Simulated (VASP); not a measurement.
A run of VASP 6.6.1 is set up as follows.

File INCAR:

```
SYSTEM = Ti
  PREC = Accurate
  ENCUT = 520
  EDIFF = 1E-7
  ISMEAR = -1
  SIGMA = 0.1
  LREAL = .False.
  LASPH = .True.
  NELM = 80
  ALGO = Normal
  ISIF = 2
  LWAVE = .False.
  LCHARG = .False.
  GGA = PS
  NBANDS = 12
```

The input KPOINTS:

```
Automatic mesh
0
Gamma
  22 22 22
  0 0 0
```

Contents of POSCAR:

```
Ti
1.0
    0.0000000000      2.0292640165      2.0292640165
    2.0292640165      0.0000000000      2.0292640165
    2.0292640165      2.0292640165      0.0000000000
Ti
1
Direct
    0.0000000000      0.0000000000      0.0000000000
```

Potentials or basis: VASP PAW PBE potentials, release 64 (Ti_sv).

Command:

```sh
$ cat potpaw_PBE.64/Ti_sv/POTCAR > POTCAR
$ mpirun -np 1 vasp_std > vasp.out
```

Question: Predict the band gap on the k mesh.

Answer: Zero (band 6 reaches 9.41 eV, above the bottom of band 7 at 7.99 eV).

Question: Predict the pressure.

Answer: -0.2 GPa.

Caveat: the PAW data sets were made with another functional, which shifts forces and pressure a little.
